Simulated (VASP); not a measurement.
A run of VASP 6.6.1:

INCAR

```
PREC = Accurate
ENCUT = 500
EDIFF = 1E-6
ISMEAR = 0
SIGMA = 0.1
LREAL = False
LASPH = True
NELM = 120
ALGO = Normal
ISIF = 2
LWAVE = False
LCHARG = False
NBANDS = 16
GGA_COMPAT = False
```

The input KPOINTS:

```
Automatic mesh
0
Gamma
  10 10 10
```

POSCAR

```
GaSb
1.0
    0.0000000000      3.0244336278      3.0244336278
    3.0244336278      0.0000000000      3.0244336278
    3.0244336278      3.0244336278      0.0000000000
Ga Sb
1 1
Direct
    0.0000000000      0.0000000000      0.0000000000
    0.2500000000      0.2500000000      0.2500000000
```

Potentials or basis: VASP PAW LDA potentials, release 64 (Ga_d, Sb).

The run is started by

```bash
$ cat potpaw_LDA.64/Ga_d/POTCAR potpaw_LDA.64/Sb/POTCAR > POTCAR
$ mpirun -np 1 vasp_std > vasp.out
```

Hardware: 1 thread of Intel(R) Xeon(R) Platinum 8559C (Emerald Rapids), with other jobs on the host.

Question: How long does it take, and how much memory?

Answer: Wall time 14 s on 1 thread of Intel(R) Xeon(R) Platinum 8559C (Emerald Rapids), with other jobs on the host, peak memory 0.17 GiB. Counts: scf iterations 12, k points 47.
